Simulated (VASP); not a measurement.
Input of a VASP 6.6.1 run:

File INCAR:

```
ALGO = Normal ; EDIFF = 1E-6
ENCUT = 520 ; GGA = PE
ISIF = 2 ; ISMEAR = 0
IVDW = 12 ; LASPH = True
LCHARG = False ; LREAL = False
LWAVE = False ; NBANDS = 33
NELM = 100 ; PREC = Accurate
SIGMA = 0.1
```

Contents of KPOINTS:

```
k-points
0
Gamma
  15 15 6
```

The input POSCAR:

```
MoN2
1.0
    3.0165219521      0.0000000000      0.0000000000
   -1.5082609760      2.6123846416      0.0000000000
    0.0000000000      0.0000000000      7.0334947209
Mo N
2 4
Direct
    0.3333333333      0.6666666667      0.2500000000
    0.6666666667      0.3333333333      0.7500000000
    0.3333333333      0.6666666667      0.6011256039
    0.6666666667      0.3333333333      0.1011256039
    0.3333333333      0.6666666667      0.8988743961
    0.6666666667      0.3333333333      0.3988743961
```

Potentials or basis: VASP PAW PBE potentials, release 64 (Mo_sv, N).

The run is started by

```console
$ cat potpaw_PBE.64/Mo_sv/POTCAR potpaw_PBE.64/N/POTCAR > POTCAR
$ mpirun -np 1 vasp_std > vasp.out
```

Predict the band gap on the k mesh.

zero (band 24 reaches 11.78 eV, above the bottom of band 25 at 10.17 eV).

What does it give for the dispersion energy per atom?

-0.348 eV.

Estimate the largest force.

0.039 eV/Å.

Stress tensor (GPa, compression positive):
```
21.04  0.00  0.00
 0.00 21.04  0.00
 0.00  0.00 20.74
```

Caveat: pairwise dispersion overbinds metals, which lowers pressure and volume.
